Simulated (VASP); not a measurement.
A run of VASP 6.6.1 is set up as follows.

POSCAR

```
W
1.0
   -1.6382823297      1.6382823297      1.6382823297
    1.6382823297     -1.6382823297      1.6382823297
    1.6382823297      1.6382823297     -1.6382823297
W
1
Direct
    0.0000000000      0.0000000000      0.0000000000
```

INCAR.step1

```
ALGO     = Normal         # electronic algorithm
EDIFF    = 1E-4           # SCF threshold, eV
ENCUT    = 600            # plane-wave cutoff, eV
GGA      = PE             # functional
ISMEAR   = 0              # smearing method
LASPH    = True           # aspherical terms in the spheres
LCHARG   = False          # write CHGCAR
LREAL    = False          # projectors in reciprocal space
LWAVE    = True           # write WAVECAR
NELM     = 80             # most SCF steps
PREC     = Accurate       # precision mode
SIGMA    = 0.1            # smearing width, eV
```

INCAR.step2

```
ALGO     = Normal         # electronic algorithm
EDIFF    = 1E-7           # SCF threshold, eV
EDIFFG   = -0.05          # ionic threshold
ENCUT    = 600            # plane-wave cutoff, eV
IBRION   = 2              # ionic algorithm
ISIF     = 3              # what is computed and relaxed
ISMEAR   = 0              # smearing method
ISTART   = 1            
LASPH    = True           # aspherical terms in the spheres
LCHARG   = False          # write CHGCAR
LMIXTAU  = True         
LREAL    = False          # projectors in reciprocal space
LWAVE    = False          # write WAVECAR
METAGGA  = R2SCAN         # meta-GGA
NELM     = 80             # most SCF steps
NSW      = 80             # ionic steps
PREC     = Accurate       # precision mode
SIGMA    = 0.1            # smearing width, eV
```

KPOINTS

```
k-points
0
Gamma
  8 8 8
```

Potentials or basis: VASP PAW PBE potentials, release 64 (W_sv).

Run with:

```sh
$ cat potpaw_PBE.64/W_sv/POTCAR > POTCAR
$ cp INCAR.step1 INCAR
$ mpirun -np 1 vasp_std > vasp.out
$ cp INCAR.step2 INCAR
$ mpirun -np 1 vasp_std > vasp.out
```

Q: What does it give for the space group after relaxing (to 0.05 Å)?

A: Im-3m (No. 229).

Q: Estimate the band gap on the k mesh.

A: Zero (band 7 reaches 16.46 eV, above the bottom of band 8 at 9.91 eV).

The path:
```
step  energy change (eV)  largest force (eV/Å)  pressure (GPa)  volume (Å³)
   1              0.0000                0.0000          -25.31        17.59
   2              2.1838                0.0000          210.26        11.42
   3             -0.1333                0.0000           -5.54        16.27
   4             -0.1378                0.0000           -1.80        16.07
   5             -0.1383                0.0000            0.02        15.98
```

Caveat: the PAW data sets were made with another functional, which shifts forces and pressure a little; spin-orbit coupling is left out, which moves the levels of the heavy elements.
